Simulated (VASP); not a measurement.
# Co: single point with PBE

The system is Co.

```
Co
1.0
     1.24652   -2.15904    0.00000
     1.24652    2.15904    0.00000
     0.00000    0.00000    4.03693
Co
2
Direct
  0.66667 0.33333 0.25000
  0.33333 0.66667 0.75000
```

```
Program                : VASP 6.6.1
Task                   : single point
Functional             : PBE
Potentials or basis    : VASP PAW PBE potentials, release 64 (Co)
Cutoff                 : 520 eV
k mesh                 : 15 × 15 × 8
Occupations            : fermi-dirac, width 0.1 eV
Spin                   : collinear spin, ferromagnetic start
Starting moments       : [1.7, 1.7] μB
Dipole correction      : no
Further INCAR settings : ALGO = Normal; EDIFF = 1e-07; NBANDS = 20
```

* Pressure: -0.5 GPa
* Net moment: 3.23 μB per cell
* Site moments: Co +1.63 μB
* Valence electrons inside the program's atomic spheres: Co 8.27

Stress tensor (GPa, compression positive):
```
-0.38  0.00  0.00
 0.00 -0.38  0.00
 0.00  0.00 -0.60
```

Levels at points of the mesh, in eV from the Fermi level:
Spin up:
```csv
k point,band 8,band 9,band 10,band 11,band 12,band 13,band 14,band 15
"(0.00, 0.00, 0.00)",-1.93,-1.93,-0.84,-0.84,-0.09,6.32,21.98,24.54
"(0.00, 0.00, 0.50)",-2.65,-1.15,-1.15,-1.15,-1.15,14.97,14.97,22.71
```
Spin down:
| k point | band 4 | band 5 | band 6 | band 7 | band 8 | band 9 | band 10 | band 11 |
| --- | --- | --- | --- | --- | --- | --- | --- | --- |
| (0.00, 0.00, 0.00) | -0.95 | -0.95 | -0.58 | -0.58 | -0.16 | -0.16 | -0.15 | 1.05 |
| (0.00, 0.00, 0.50) | -1.53 | -1.01 | -1.01 | -1.01 | -1.01 | 0.72 | 0.72 | 0.72 |

Wall time 110 s on 1 thread of Intel(R) Xeon(R) Platinum 8488C (Sapphire Rapids), on a shared host, peak memory 0.2 GiB.
